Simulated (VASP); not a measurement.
The system is CoO.

```xyz
2
Lattice="-1.5080 1.5080 2.1072 1.5080 -1.5080 2.1072 1.5080 1.5080 -2.1072" Properties=species:S:1:pos:R:3 pbc="T T T"
Co    0.0000    0.0000    0.0000
O     0.0000    0.0000    2.1072
```

Base run:

```yaml
Program: VASP 6.6.1
Functional: LDA
Potentials_or_basis: VASP PAW LDA potentials, release 64 (Co, O)
Cutoff: 600 eV
k_mesh: 13 × 13 × 13
Occupations: methfessel-paxton, width 0.15 eV
Spin: collinear spin, ferromagnetic start
Starting_moments: "[2.5, 0.0] μB"
Hubbard_terms: Co d U = 4.0 eV
```

Its results: band gap on the k mesh zero (filled and empty bands overlap); pressure -17.1 GPa; net moment 3.00 μB per cell; site moments Co +2.73; O +0.25 μB.

**Question.** The run is repeated on the same cell with these changes: hubbard terms from Co d U = 4.0 eV to Co d U = 8.0 eV. What comes out?

**Answer.** Band gap on the k mesh zero (filled and empty bands overlap); pressure -19.8 GPa; net moment 3.00 μB per cell; site moments Co +2.87; O +0.16 μB.

Caveats: a cell with one magnetic atom can't hold antiferromagnetic order, which such compounds often take; the stress differs along the axes, from -22 to -15 GPa (at least some runs); the stress differs along the axes, from -24 to -18 GPa (at least some runs).
